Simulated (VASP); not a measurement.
# GeSe5 in VASP: further runs

The runs below take GeSe5 through single point, relaxation of cell and atoms, with PBE.

All numbers are computed with VASP 6.6.1; they aren't measurements. Logs are shortened: lines on timing, memory, paths and dates and some standing lists are left out, and cuts for length are marked.

## Step 1: The cell of the first run

Symmetry: R3m, No. 160, trigonal system. The conventional cell has a = 7.211 Å, b = 7.211 Å, c = 10.413 Å, α = 90.00°, β = 90.00°, γ = 120.00°. Ge (site symmetry 3m) has 8 Se at 2.70 to 3.32 Å within 3.6 Å. Se (site symmetry m) has 2 Se at 2.60 to 2.61 Å and 2 Ge at 2.70 to 2.72 Å within 3.4 Å. Se (site symmetry 3m) has 3 Se at 2.60 Å and 1 Ge at 3.32 Å within 3.4 Å. Within 3.4 Å of Se (site symmetry 3m) lie 3 Se at 2.61 Å and 1 Ge at 3.28 Å.

## Step 2: Single point, PBE

File INCAR:

```
SYSTEM = GeSe5
ALGO = Normal ; EDIFF = 1E-6
ENCUT = 520 ; GGA = PE
ISIF = 2 ; ISMEAR = 0
LASPH = .TRUE. ; LCHARG = .TRUE.
LELF = .TRUE. ; LREAL = .FALSE.
LVHAR = .TRUE. ; LWAVE = .FALSE.
NBANDS = 31 ; NELM = 60
PREC = Accurate ; SIGMA = 0.2
```

File KPOINTS:

```
k-points
0
G
  3 3 3
  0 0 0
```

File POSCAR:

```
GeSe5
1.0
    3.6055033823      2.0816383483      3.4708762537
   -3.6055033823      2.0816383483      3.4708762537
    0.0000000000     -4.1632766966      3.4708762537
Ge Se
1 5
Direct
    0.5524470391      0.5524470391      0.5524470391
    0.5499093790      0.0507704818      0.5499093790
    0.5499093790      0.5499093790      0.0507704818
    0.0507704818      0.5499093790      0.5499093790
    0.2338271758      0.2338271758      0.2338271758
    0.8673202653      0.8673202653      0.8673202653
```

Potentials or basis: VASP PAW PBE potentials, release 64 (Ge_d, Se).

Command:

```
$ cat potpaw_PBE.64/Ge_d/POTCAR potpaw_PBE.64/Se/POTCAR > POTCAR
$ mpirun -np 1 vasp_std > vasp.out
```

OUTCAR:

```text
SYSTEM = GeSe5
   EDIFF = 1E-6
   ENCUT = 520
   GGA = PE
   ISIF = 2
   ISMEAR = 0
   LASPH = .TRUE.
   LREAL = .FALSE.
   NELM = 60
   PREC = Accurate

 ion  position               nearest neighbor table
   1  0.552  0.552  0.552-   3 2.70   2 2.70   4 2.70   3 2.72   2 2.72   4 2.72
   2  0.550  0.051  0.550-   5 2.60   6 2.61   1 2.70   1 2.72
   3  0.550  0.550  0.051-   5 2.60   6 2.61   1 2.70   1 2.72
   4  0.051  0.550  0.550-   5 2.60   6 2.61   1 2.70   1 2.72
   5  0.234  0.234  0.234-   3 2.60   2 2.60   4 2.60
   6  0.867  0.867  0.867-   3 2.61   2 2.61   4 2.61

  LATTYP: Found a trigonal (rhomboedric) cell.
 ALAT       =     5.4203187011
 COS(alpha) =     0.1150633848

  Lattice vectors:

 A1 = (   3.6055033823,   2.0816383483,   3.4708762537)
 A2 = (  -3.6055033823,   2.0816383483,   3.4708762537)
 A3 = (   0.0000000000,  -4.1632766966,   3.4708762537)

Analysis of symmetry for initial positions (statically):
=====================================================================
 Subroutine PRICEL returns:
 Original cell was already a primitive cell.

 Routine SETGRP: Setting up the symmetry group for a
 trigonal (rhombohedral) supercell.

 Subroutine GETGRP returns: Found  6 space group operations
 (whereof  6 operations were pure point group operations)
 out of a pool of 12 trial point group operations.

The static configuration has the point symmetry C_3v.

Analysis of symmetry for dynamics (positions and initial velocities):
=====================================================================
 Subroutine PRICEL returns:
 Original cell was already a primitive cell.

 Routine SETGRP: Setting up the symmetry group for a
 trigonal (rhombohedral) supercell.

 Subroutine GETGRP returns: Found  6 space group operations
 (whereof  6 operations were pure point group operations)
 out of a pool of 12 trial point group operations.

The dynamic configuration has the point symmetry C_3v.

 Subroutine INISYM returns: Found  6 space group operations
 (whereof  6 operations are pure point group operations),
 and found     1 'primitive' translations

----------------------------------------------------------------------------------------

                                     Primitive cell

  volume of cell :     156.3009

  direct lattice vectors                    reciprocal lattice vectors
     3.605503382  2.081638348  3.470876254     0.138676891  0.080065140  0.096037228
    -3.605503382  2.081638348  3.470876254    -0.138676891  0.080065140  0.096037228
     0.000000000 -4.163276697  3.470876254     0.000000000 -0.160130281  0.096037228

  length of vectors
     5.420318701  5.420318701  5.420318701     0.186721332  0.186721332  0.186721332

  position of ions in fractional coordinates (direct lattice)
     0.552447039  0.552447039  0.552447039
     0.549909379  0.050770482  0.549909379
     0.549909379  0.549909379  0.050770482
     0.050770482  0.549909379  0.549909379
     0.233827176  0.233827176  0.233827176
     0.867320265  0.867320265  0.867320265

  ion indices of the primitive-cell ions
   primitive index   ion index
                 1           1
                 2           2
                 3           3
                 4           4
                 5           5
                 6           6

----------------------------------------------------------------------------------------

 KPOINTS: k-points

Automatic generation of k-mesh.
 Grid dimensions read from file:
 generate k-points for:    3    3    3

 Generating k-lattice:

  Cartesian coordinates                     Fractional coordinates (reciprocal lattice)
     0.046225630  0.026688380  0.032012409     0.333333333 -0.000000000 -0.000000000
    -0.046225630  0.026688380  0.032012409    -0.000000000  0.333333333 -0.000000000
     0.000000000 -0.053376760  0.032012409    -0.000000000 -0.000000000  0.333333333

  Length of vectors
     0.062240444  0.062240444  0.062240444

  Shift w.r.t. Gamma in fractional coordinates (k-lattice)
     0.000000000  0.000000000  0.000000000

 Subroutine IBZKPT returns following result:
 ===========================================

 Found      6 irreducible k-points:

 Following reciprocal coordinates:
            Coordinates               Weight
  0.000000  0.000000  0.000000      1.000000
  0.333333  0.000000 -0.000000      6.000000
  0.333333  0.333333 -0.000000      6.000000
 -0.333333  0.333333  0.000000      6.000000
  0.333333  0.333333  0.333333      2.000000
 -0.333333  0.333333  0.333333      6.000000
   k-points           NKPTS =      6   k-points in BZ     NKDIM =      6   number of bands    NBANDS=     31
   number of dos      NEDOS =    301   number of ions     NIONS =      6
   total plane-waves  NPLWV =  64000
   dimension x,y,z NGX =    40 NGY =   40 NGZ =   40
   dimension x,y,z NGXF=    80 NGYF=   80 NGZF=   80
   ions per type =               1   5
   NGX,Y,Z   is equivalent  to a cutoff of  12.27, 12.27, 12.27 a.u.
   NGXF,Y,Z  is equivalent  to a cutoff of  24.54, 24.54, 24.54 a.u.
 SYSTEM =  GeSe5
   PREC   = accura    normal or accurate (medium, high low for compatibility)
   ISTART =      0    job   : 0-new  1-cont  2-samecut
   ICHARG =      2    charge: 1-file 2-atom 10-const
   ISPIN  =      1    spin polarized calculation?
   LNONCOLLINEAR =      F non collinear calculations
   LSORBIT =      F    spin-orbit coupling
   LASPH  =      T    aspherical Exc in radial PAW
   ENCUT  =  520.0 eV  38.22 Ry    6.18 a.u.  10.08 10.08 10.08*2*pi/ulx,y,z
   NELM   =     60;   NELMIN=  2; NELMDL= -5     # of ELM steps
   EDIFF  = 0.1E-05   stopping-criterion for ELM
   LREAL  =      F    real-space projection
   EDIFFG = 0.1E-04   stopping-criterion for IOM
   NSW    =      0    number of steps for IOM
   IBRION =     -1    ionic relax: 0-MD 1-quasi-New 2-CG
   NFREE  =      0    steps in history (QN), initial steepest desc. (CG)
   ISIF   =      2    stress and relaxation
   ISYM   =      2    0-nonsym 1-usesym 2-fastsym
   POTIM  = 0.5000    time-step for ionic-motion
   TEBEG  =    0.0;   TEEND  =   0.0 temperature during run
   PSTRESS=    0.0 pullay stress
   NELECT =      44.0000    total number of electrons
   NUPDOWN=      -1.0000    fix difference up-down
   EMIN   =  10.00;   EMAX   =-10.00  energy-range for DOS
   EFERMI =   0.00;   METHOD = LEGACY
   ISMEAR =     0;   SIGMA  =   0.20  broadening in eV -4-tet -1-fermi 0-gaus
   EFERMI_NEDOS =   21; number of points for ismear=-14 and -15
   IALGO  =     38    algorithm
   IMIX   =      4    mixing-type and parameters
     AMIX     =   0.40;   BMIX     =  1.00
     AMIX_MAG =   1.60;   BMIX_MAG =  1.00
  volume/ion in A,a.u.               =      26.05       175.80
  Fermi-wavevector in a.u.,A,eV,Ry     =   1.072931  2.027546 15.662773  1.151181
  Thomas-Fermi vector in A             =   2.208716
   LORBIT       =      0    0 simple, 1 ext, 2 COOP (PROOUT), +10 PAW based schemes
   GGA     = PE    functional components
   LHFCALC =     F    Hartree Fock is set to
   AEXX    =    0.0000 exact exchange contribution
   IVDW    =     0    specifies the selected vdW correction
   LEPSILON=     F    determine dielectric tensor
   LRPA    =     F    only Hartree local field effects (RPA)
 non-spin polarized calculation
 Gauss-broadening in eV      SIGMA  =   0.20
  energy-cutoff  :      520.00
  volume of cell :      156.30
 maximum number of plane-waves:      4249
   NGX = 21   NGY = 21   NGZ = 21

 number of electron      43.9999996 magnetization

 Free energy of the ion-electron system (eV)
  ---------------------------------------------------
  ext. energy  EPLUGINS =         0.00000000
  ---------------------------------------------------
  free energy    TOTEN  =       -21.37551994 eV

  energy without entropy =      -21.28021190  energy(sigma->0) =      -21.32786592

 E-fermi :   2.6700     XC(G=0):  -9.1285

 val. band max:        2.6254196509   @ k =  -0.3333   0.3333   0.3333
 cond. band min:       2.6865514591   @ k =   0.3333   0.3333   0.3333
 fundamental gap:      0.0611318082
 Fermi energy:         2.6699846191

 k-point     1 :       0.0000    0.0000    0.0000
  band No.  band energies     occupation
      1     -21.9497      2.00000
      2     -21.9497      2.00000
      3     -21.9430      2.00000
      4     -21.9234      2.00000
      5     -21.9234      2.00000
      6     -12.2660      2.00000
[... 23 lines left out ...]
     30       9.4603      0.00000
     31       9.5157      0.00000

 k-point     2 :       0.3333    0.0000   -0.0000
  band No.  band energies     occupation
      1     -21.9497      2.00000
      2     -21.9489      2.00000
      3     -21.9430      2.00000
      4     -21.9235      2.00000
      5     -21.9234      2.00000
      6     -11.9510      2.00000
[... 23 lines left out ...]
     30       9.1344      0.00000
     31      10.0246      0.00000

 k-point     3 :       0.3333    0.3333   -0.0000
  band No.  band energies     occupation
      1     -21.9493      2.00000
      2     -21.9485      2.00000
      3     -21.9431      2.00000
      4     -21.9235      2.00000
      5     -21.9234      2.00000
      6     -11.7956      2.00000
[... 23 lines left out ...]
     30       9.2189      0.00000
     31       9.8667      0.00000

 k-point     4 :      -0.3333    0.3333    0.0000
  band No.  band energies     occupation
      1     -21.9493      2.00000
      2     -21.9485      2.00000
      3     -21.9431      2.00000
      4     -21.9235      2.00000
      5     -21.9234      2.00000
      6     -11.5478      2.00000
[... 23 lines left out ...]
     30       9.1814      0.00000
     31      10.3060      0.00000

 k-point     5 :       0.3333    0.3333    0.3333
  band No.  band energies     occupation
      1     -21.9485      2.00000
      2     -21.9485      2.00000
      3     -21.9432      2.00000
      4     -21.9235      2.00000
      5     -21.9235      2.00000
      6     -11.8217      2.00000
[... 23 lines left out ...]
     30       9.6378      0.00000
     31       9.6378      0.00000

 k-point     6 :      -0.3333    0.3333    0.3333
  band No.  band energies     occupation
      1     -21.9485      2.00000
      2     -21.9485      2.00000
      3     -21.9432      2.00000
      4     -21.9235      2.00000
      5     -21.9235      2.00000
      6     -11.5544      2.00000
[... 23 lines left out ...]
     30       9.6483      0.00000
     31       9.9360      0.00000

------------------------ aborting loop because EDIFF is reached ----------------------------------------

  FORCE on cell =-STRESS in cart. coord.  units (eV):
  Direction    XX          YY          ZZ          XY          YZ          ZX
  --------------------------------------------------------------------------------------
  -------------------------------------------------------------------------------------
  Total        0.0724758      0.0724758     -0.0260391      0.0000000      0.0000000      0.0000000
  in kB        0.7429204      0.7429204     -0.2669166      0.0000000      0.0000000      0.0000000
  external PRESSURE =       0.4063081 kB  Pullay stress =       0.0000000 kB

 VOLUME and BASIS-vectors are now :
 -----------------------------------------------------------------------------
  energy-cutoff  :      520.00
  volume of cell :      156.30
      direct lattice vectors                 reciprocal lattice vectors
     3.605503382  2.081638348  3.470876254     0.138676891  0.080065140  0.096037228
    -3.605503382  2.081638348  3.470876254    -0.138676891  0.080065140  0.096037228
     0.000000000 -4.163276697  3.470876254     0.000000000 -0.160130281  0.096037228

 POSITION                                       TOTAL-FORCE (eV/Angst)
 -----------------------------------------------------------------------------------
      0.00000      0.00000      5.75243        -0.000000     -0.000000     -0.026306
      1.79965     -1.03903      3.99355         0.006433     -0.003714      0.023561
      0.00000      2.07805      3.99355        -0.000000      0.007428      0.023561
     -1.79965     -1.03903      3.99355        -0.006433     -0.003714      0.023561
      0.00000      0.00000      2.43476        -0.000000     -0.000000     -0.015599
      0.00000      0.00000      9.03108        -0.000000     -0.000000     -0.028778
 -----------------------------------------------------------------------------------
    total drift:                                0.000000     -0.000002      0.002383

  FREE ENERGIE OF THE ION-ELECTRON SYSTEM (eV)
  ---------------------------------------------------
  free  energy   TOTEN  =       -21.3755199364 eV

  energy  without entropy=      -21.2802119028  energy(sigma->0) =      -21.32786592
```

Wall time 22 s (1 thread of AMD EPYC 9R45 (Zen 5), shared host); peak memory 0.21 GiB.

What came out:

- Free energy: -21.3755 eV
- Pressure: 0.0 GPa
- Largest force: 0.029 eV/Å

Forces in eV/Å, atoms in the order of the input:
```
Ge   0.000  0.000 -0.026
Se   0.006 -0.004  0.024
Se   0.000  0.007  0.024
Se  -0.006 -0.004  0.024
Se   0.000  0.000 -0.016
Se   0.000  0.000 -0.029
```

Levels at points of the mesh, in eV from the Fermi level:
```
           k point  band 19  band 20  band 21  band 22  band 23  band 24  band 25  band 26
(0.00, 0.00, 0.00)    -1.39    -1.39    -0.95    -0.95    -0.39     2.77     2.77     3.47
```

Caveat: the k points lie up to 0.39 Å⁻¹ apart; this odd mesh misses L, where the gap lies, so gap, dielectric constants and Born charges aren't listed.

## Step 3: Single point, PBE

This run uses another cell than the first one, of 25.32 Å³/atom, 0.972 times its volume.

File INCAR:

```
ALGO = Normal
EDIFF = 1E-6
ENCUT = 520
GGA = PE
ISIF = 2
ISMEAR = 0
LASPH = True
LCHARG = False
LREAL = False
LWAVE = False
NBANDS = 31
NELM = 60
PREC = Accurate
SIGMA = 0.1
```

File KPOINTS:

```
k-points
0
Gamma
  6 6 6
```

File POSCAR:

```
GeSe5
1.0
    3.5677254559      2.0598272523      3.4450146314
   -3.5677254559      2.0598272523      3.4450146314
    0.0000000000     -4.1196545047      3.4450146314
Ge Se
1 5
Direct
    0.5000000000      0.5000000000      0.5000000000
    0.5000000000      0.0000000000      0.5000000000
    0.5000000000      0.5000000000      0.0000000000
    0.0000000000      0.5000000000      0.5000000000
    0.1779797910      0.1779797910      0.1779797910
    0.8220202090      0.8220202090      0.8220202090
```

Potentials or basis: VASP PAW PBE potentials, release 64 (Ge_d, Se).

Command:

```
$ cat potpaw_PBE.64/Ge_d/POTCAR potpaw_PBE.64/Se/POTCAR > POTCAR
$ mpirun -np 1 vasp_std > vasp.out
```

Run time: 68 s. Hardware: 1 thread of AMD EPYC 9R45 (Zen 5), shared host; peak memory 0.28 GiB.

The run converged. Its results:

```
Free energy            : -21.2965 eV
Pressure               : 0.0 GPa
Largest force          : 0.007 eV/Å
Band gap on the k mesh : zero (band 22 reaches 3.13 eV, above the bottom of band 23 at 2.44 eV)
```

Forces on the atoms (eV/Å):
```
Ge   0.000  0.000  0.000
Se   0.000  0.000  0.000
Se   0.000  0.000  0.000
Se   0.000  0.000  0.000
Se   0.000  0.000 -0.007
Se   0.000  0.000  0.007
```

Levels at points of the mesh, in eV from the Fermi level:
```
           k point  band 19  band 20  band 21  band 22  band 23  band 24  band 25  band 26
(0.00, 0.00, 0.00)    -1.35    -1.35    -0.93    -0.93    -0.32     2.73     2.73     3.62
(0.50, 0.00, 0.00)    -1.04    -0.80    -0.69    -0.62     0.48     2.11     2.29     2.68
(0.50, 0.50, 0.00)    -0.66    -0.37    -0.35    -0.13     1.59     1.65     2.24     3.07
(0.50, 0.50, 0.50)    -0.91    -0.43    -0.43     0.27     1.30     1.30     1.32     1.33
```

## Step 4: Relaxation of cell and atoms, PBE

File INCAR:

```
SYSTEM = GeSe5
PREC = Accurate
ENCUT = 600
EDIFF = 1E-6
ISMEAR = 0
SIGMA = 0.1
LREAL = .False.
LASPH = .True.
NELM = 60
ALGO = Normal
ISIF = 3
LWAVE = .False.
LCHARG = .False.
GGA = PE
IBRION = 2
NSW = 100
EDIFFG = -0.01
```

File KPOINTS:

```
Automatic mesh
0
Gamma
  6 6 6
  0 0 0
```

File POSCAR:

```
GeSe5
1.0
    3.6055033823      2.0816383483      3.4708762537
   -3.6055033823      2.0816383483      3.4708762537
    0.0000000000     -4.1632766966      3.4708762537
Ge Se
1 5
Direct
    0.5000000000      0.5000000000      0.5000000000
    0.5000000000      0.0000000000      0.5000000000
    0.5000000000      0.5000000000      0.0000000000
    0.0000000000      0.5000000000      0.5000000000
    0.1813801366      0.1813801366      0.1813801366
    0.8186198634      0.8186198634      0.8186198634
```

Command:

```
$ cat potpaw_PBE.64/Ge_d/POTCAR potpaw_PBE.64/Se/POTCAR > POTCAR
$ mpirun -np 1 vasp_std > vasp.out
```

Run time: 10 min. Hardware: 1 thread of AMD EPYC 9R45 (Zen 5), shared host; peak memory 0.4 GiB.

Results (log left out):

```yaml
Free_energy: -21.2969 eV
Relaxed_volume: 25.33 Å³/atom
Relaxed_cell: a = 5.372 Å, b = 5.372 Å, c = 5.372 Å, α = 83.26°, β = 83.26°, γ = 83.26°
Space_group_after_relaxing_to_0.05_Å: R-3m (No. 166)
Energy_gained_by_relaxing: 1.5 meV/atom
Ionic_steps: 11
Pressure_after_relaxing: 0.0 GPa
Band_gap_on_the_k_mesh: zero (band 22 reaches 3.13 eV, above the bottom of band 23 at 2.43 eV)
```

Forces on the atoms (eV/Å):
```
Ge   0.000  0.000  0.000
Se   0.000  0.000  0.000
Se   0.000  0.000  0.000
Se   0.000  0.000  0.000
Se   0.000  0.000  0.003
Se   0.000  0.000 -0.003
```

Step by step:
```tsv
step	energy change (eV)	largest force (eV/Å)	pressure (GPa)	volume (Å³)
1	0.0000	0.0051	-0.65	156.30
2	-0.0043	0.1404	0.06	153.92
3	-0.0043	0.1291	0.05	154.10
4	-0.0044	0.1215	0.01	154.22
5	-0.0060	0.0960	-0.02	153.83
6	-0.0077	0.0178	-0.05	152.65
7	-0.0077	0.0252	-0.03	152.76
8	-0.0082	0.0234	0.02	152.48
9	-0.0087	0.0199	0.11	151.83
10	-0.0086	0.0361	-0.12	152.28
11	-0.0088	0.0026	-0.01	152.01
```

Final structure:
```
Ge Se
1.0
     3.56845    2.06024    3.44595
    -3.56845    2.06024    3.44595
     0.00000   -4.12049    3.44595
Ge Se
1 5
Cartesian
  0.0000 0.0000 5.1689
  1.7842 -1.0301 3.4460
  0.0000 2.0602 3.4460
  -1.7842 -1.0301 3.4460
  0.0000 0.0000 1.8396
  0.0000 0.0000 8.4983
```

Levels at points of the mesh, in eV from the Fermi level:
| k point | band 20 | band 21 | band 22 | band 23 | band 24 | band 25 |
| --- | --- | --- | --- | --- | --- | --- |
| (0.00, 0.00, 0.00) | -1.35 | -0.93 | -0.93 | -0.32 | 2.73 | 2.73 |
| (0.50, 0.00, 0.00) | -0.80 | -0.69 | -0.62 | 0.48 | 2.11 | 2.29 |
| (0.50, 0.50, 0.00) | -0.37 | -0.35 | -0.13 | 1.59 | 1.65 | 2.24 |
| (0.50, 0.50, 0.50) | -0.43 | -0.43 | 0.27 | 1.30 | 1.30 | 1.32 |

## Step 5: The runs side by side

```tsv
task	cell	k mesh	cutoff (eV)	smearing	gap on the mesh (eV)	pressure (GPa)	largest force (eV/Å)
single point	a = 5.420 Å, angles 83.4°, 6 atoms	3 × 3 × 3	520	gaussian 0.2 eV	-	0.0	0.03
single point	a = 5.370 Å, angles 83.3°, 6 atoms	6 × 6 × 6	520	gaussian 0.1 eV	none	0.0	0.01
relaxation of cell and atoms	relaxed from a = 5.420 Å, angles 83.4°, 6 atoms	6 × 6 × 6	600	gaussian 0.1 eV	none	0.0	-
```

Alike in all rows: level PBE; potentials or basis VASP PAW PBE potentials, release 64 (Ge_d, Se); no spin polarisation.

Caveats: some runs use coarse meshes.

Total energies depend on the potentials used, so only differences within one code and one set of settings carry meaning.
